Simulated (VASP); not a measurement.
Set up this calculation in VASP 6.6.1, as the native input.

```
Task                   : single point
Functional             : PBE
Dispersion             : D3(BJ)
Potentials or basis    : VASP PAW PBE potentials, release 64 (Li_sv)
Cutoff                 : 520 eV
k mesh                 : 20 × 20 × 20
Occupations            : fermi-dirac, width 0.15 eV
Spin                   : no spin polarisation
Dipole correction      : no
Further INCAR settings : ALGO = Normal; EDIFF = 1e-06; NBANDS = 8
```

The structure of Li lies in POSCAR:

```
Li
1.0
    0.0000000000      2.0917055529      2.0917055529
    2.0917055529      0.0000000000      2.0917055529
    2.0917055529      2.0917055529      0.0000000000
Li
1
Direct
    0.0000000000      0.0000000000      0.0000000000
```

This isn't the form of Li at room conditions, which is bcc.

One way to write it, as run:

INCAR

```
SYSTEM = Li
ALGO = Normal
EDIFF = 1E-6
ENCUT = 520
GGA = PE
ISIF = 2
ISMEAR = -1
IVDW = 12
LASPH = .TRUE.
LCHARG = .FALSE.
LREAL = .FALSE.
LWAVE = .FALSE.
NBANDS = 8
NELM = 100
PREC = Accurate
SIGMA = 0.15
```

KPOINTS

```
k-points
0
G
  20 20 20
  0 0 0
```

Potentials or basis: VASP PAW PBE potentials, release 64 (Li_sv).

Launch:

```bash
$ cat potpaw_PBE.64/Li_sv/POTCAR > POTCAR
$ mpirun -np 1 vasp_std > vasp.out
```

It gave:

The band gap on the k mesh is zero (an odd number of electrons rules out a gap without spin polarisation). The dispersion energy per atom is -0.187 eV.

Run time: 34 s on 1 thread of Intel(R) Xeon(R) Platinum 8375C CPU @ 2.90GHz (Ice Lake), on a shared host, peak memory 0.16 GiB.
